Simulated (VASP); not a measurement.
Wanted: the native input for a VASP 6.6.1 run.

- Task: single point
- Functional: PBE
- Potentials or basis: VASP PAW PBE potentials, release 64 (Y_sv, Lu, Ge_d)
- Cutoff: 620 eV
- k mesh: 8 × 8 × 4
- Occupations: gaussian, width 0.1 eV
- Spin: no spin polarisation
- Dipole correction: no
- Second try: not_converged
- Further INCAR settings: ALGO = All; EDIFF = 1e-06; NBANDS = 50

The structure of Y4LuGe lies in POSCAR:

```
Y4LuGe
1.0
    4.7517329977      0.0000000000      0.0000000000
    0.0000000000      4.7517329977      0.0000000000
    0.0000000000      0.0000000000      8.9079817194
Y Lu Ge
4 1 1
Direct
    0.5000000000      0.0000000000      0.7020153278
    0.0000000000      0.5000000000      0.2979846722
    0.5000000000      0.0000000000      0.2979846722
    0.0000000000      0.5000000000      0.7020153278
    0.0000000000      0.0000000000      0.0000000000
    0.5000000000      0.5000000000      0.5000000000
```

The cell was generated, and may not be a known phase.

The input as run:

INCAR

```
PREC = Accurate
ENCUT = 620
EDIFF = 1E-6
ISMEAR = 0
SIGMA = 0.1
LREAL = F
LASPH = T
NELM = 300
ALGO = All
ISIF = 2
LWAVE = F
LCHARG = F
GGA = PE
NBANDS = 50
GGA_COMPAT = F
ISEARCH = 1
KPAR = 4
```

KPOINTS

```
Automatic mesh
0
Gamma
  8 8 4
```

Potentials or basis: VASP PAW PBE potentials, release 64 (Y_sv, Lu, Ge_d).

Command:

```bash
$ cat potpaw_PBE.64/Y_sv/POTCAR potpaw_PBE.64/Lu/POTCAR potpaw_PBE.64/Ge_d/POTCAR > POTCAR
$ mpirun -np 4 vasp_std > vasp.out
```

Results of the run:

- Pressure: 0.0 GPa
- Largest force: 0.009 eV/Å
- Band gap on the k mesh: zero (an odd number of electrons rules out a gap without spin polarisation)

Caveat: spin-orbit coupling is left out, which moves the levels of the heavy elements.

Run time: 3.3 min on 4 MPI ranks on AMD EPYC 9R45 96-Core Processor (Zen 5) (shared host), peak memory 1.2 GiB a rank.
